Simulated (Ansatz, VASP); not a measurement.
**One calculation of Ge, two programs**

The input INCAR:

```
SYSTEM = Ge
  ALGO = Normal
  EDIFF = 1E-6
  ENCUT = 520
  GGA = PS
  ISIF = 2
  ISMEAR = -1
  LASPH = .TRUE.
  LCHARG = .FALSE.
  LREAL = .FALSE.
  LWAVE = .FALSE.
  NBANDS = 36
  NELM = 60
  PREC = Accurate
  SIGMA = 0.05
```

File KPOINTS:

```
k-points
0
G
  7 7 7
  0 0 0
```

Contents of POSCAR:

```
Ge
1.0
    0.0000000000      2.8663720339      5.0813306433
    2.6128421258      0.0000000000      5.0813306433
    2.6128421258      2.8663720339      0.0000000000
Ge
4
Direct
    0.7264900000      0.2735100000      0.7264900000
    0.2735100000      0.7264900000      0.2735100000
    0.2181330000      0.2181330000      0.7818670000
    0.7818670000      0.7818670000      0.2181330000
```

The input input.yaml:

```yaml
crystal:
  lattice:
    - [0.0, 2.8663720339, 5.0813306433]
    - [2.6128421258, 0.0, 5.0813306433]
    - [2.6128421258, 2.8663720339, 0.0]
  atoms:
    - { symbol: Ge, position: [0.72649, 0.27351, 0.72649] }
    - { symbol: Ge, position: [0.27351, 0.72649, 0.27351] }
    - { symbol: Ge, position: [0.218133, 0.218133, 0.781867] }
    - { symbol: Ge, position: [0.781867, 0.781867, 0.218133] }
kpoints:
  mp_grid: { grid: [7, 7, 7] }
scf:
  occupations: { method: fermi_dirac, width: 0.05 }
hamiltonian:
  xc: pbesol
  pseudopotentials: { kind: all_electron, lapw: { basis_error: 0.001 } }
output:
  forces: true
  stress: true
  eigenvalues: true
```

Change from the starting cell: volume scaled by 0.98.

Alike in both runs: task single point; functional PBEsol; k mesh 7 × 7 × 7; occupations fermi-dirac, width 0.05 eV; no spin polarisation.

|  | VASP | Ansatz |
| --- | --- | --- |
| version | VASP 6.6.1 | Ansatz 0.2.0 |
| potentials or method | VASP PAW PBE potentials, release 64 (Ge_d), cutoff 520 eV | all-electron LAPW, scalar-relativistic |

|  | VASP | Ansatz | Ansatz less VASP |
| --- | --- | --- | --- |
| gap on the k mesh at the Fermi level (eV) | none | none | - |
| pressure (GPa) | -2.4 | -2.2 | +0.19 |
| traceless stress, the component that is largest in VASP (GPa) | 0.53 | 0.53 | -0.006 |
| rms of the force components (eV/Å) | 0.028 | 0.028 | -0.0001 |

VASP's potentials were made for PBE, not for PBEsol. Atom by atom the forces differ by 0.001 eV/Å (rms over components). A gap of «none» marks a metal or a gap that the smearing closes. Ansatz ran all-electron here, and VASP with PAW potentials.
